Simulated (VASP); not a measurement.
Write the native input for VASP 6.6.1 that does the following.

* Task: single point
* Functional: PBE
* Dispersion: D3(BJ)
* Potentials or basis: VASP PAW PBE potentials, release 64 (O, H, Ag, F)
* Cutoff: 520 eV
* k mesh: 1 × 1 × 1
* Occupations: fermi-dirac, width 0.02 eV
* Spin: no spin polarisation
* Dipole correction: no
* Further INCAR settings: ALGO = Normal; EDIFF = 1e-06; NBANDS = 60

The structure of AgH16O8F lies in POSCAR:

```
AgH16O8F
1.0
    7.1738770000      0.0000000000      0.0000000000
    0.0000000000      7.1738770000      0.0000000000
    0.0000000000      0.0000000000      7.1738770000
O H Ag F
8 16 1 1
Direct
    0.1454722460      0.6744052066      0.6316249916
    0.4048159733      0.6562142061      0.3247198133
    0.4219336350      0.2309072207      0.7683850727
    0.9335398418      0.8523703431      0.0836925417
    0.4245542543      0.8350157105      0.9839867620
    0.7270266831      0.8339284323      0.4950879420
    0.9658793983      0.3007996931      0.0127267306
    0.4347440024      0.2436757697      0.3107245915
    0.2049240599      0.6777785568      0.5142268260
    0.0347232048      0.7577910801      0.6195673553
    0.4281366965      0.7119860014      0.1946924933
    0.3843946586      0.5154534989      0.3155337065
    0.4288894276      0.2331793534      0.6325171173
    0.5423845433      0.1900088334      0.8092834600
    0.8207556388      0.9361325821      0.0846822436
    0.9422798858      0.7958597562      0.2078095289
    0.5349687484      0.9148191417      0.9727376145
    0.4360403726      0.7401297792      0.8839292896
    0.7169066322      0.9663254611      0.4705405459
    0.6242928336      0.7644820228      0.4473452779
    0.9680678941      0.3748043074     -0.1014374793
    0.8323672123      0.2459757813      0.0237528466
    0.3318289399      0.1961143187      0.2437175881
    0.5386766458      0.2053840622      0.2223483899
    0.1643741592      0.0280183226      0.9371362236
    0.6603263479      0.0993744387      0.0345559312
```

One way to write it, as run:

INCAR

```
PREC = Accurate ; ENCUT = 520
EDIFF = 1E-6 ; ISMEAR = -1
SIGMA = 0.02 ; LREAL = False
LASPH = True ; NELM = 120
ALGO = Normal ; ISIF = 2
LWAVE = False ; LCHARG = False
GGA = PE ; IVDW = 12
NBANDS = 60 ; GGA_COMPAT = False
```

KPOINTS

```
Automatic mesh
0
Gamma
  1 1 1
```

Potentials or basis: VASP PAW PBE potentials, release 64 (O, H, Ag, F).

The run is started by

```console
$ cat potpaw_PBE.64/O/POTCAR potpaw_PBE.64/H/POTCAR potpaw_PBE.64/Ag/POTCAR potpaw_PBE.64/F/POTCAR > POTCAR
$ mpirun -np 1 vasp_gam > vasp.out
```

Results of the run:

* Pressure: -1.1 GPa
* Largest force: 2.644 eV/Å
* Dispersion energy per atom: -0.033 eV

Caveat: the k points lie up to 0.88 Å⁻¹ apart.

Run time: 85 s on 1 thread of Intel Xeon 8259CL, on a shared host, peak memory 0.39 GiB.
